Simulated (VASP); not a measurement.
The system is P, a slab with vacuum.

```
P
1.0
     3.28373    0.00000    0.00000
     0.00000   34.85703    0.00000
     0.00000    0.00000    4.63208
P
4
Direct
  0.50000 0.97026 0.90785
  0.50000 0.02974 0.09215
  0.00000 0.02974 0.40785
  0.00000 0.97026 0.59215
```

Base run:

```yaml
Program: VASP 6.6.1
Functional: r2SCAN
Potentials_or_basis: VASP PAW PBE potentials, release 64 (P)
Cutoff: 520 eV
k_mesh: 5 × 1 × 4
Occupations: fermi-dirac, width 0.05 eV
Spin: no spin polarisation
```

Its results: band gap on the k mesh 1.13 eV; largest force 0.027 eV/Å.

Q: The run is repeated on the same cell with these changes: functional from r2SCAN to PBEsol. What comes out?

A: Band gap on the k mesh 0.89 eV; largest force 0.254 eV/Å.

Caveats: there is no dipole correction, which matters where the two faces differ; the PAW data sets were made with another functional, which shifts forces and pressure a little.

A k mesh can miss the band edges.
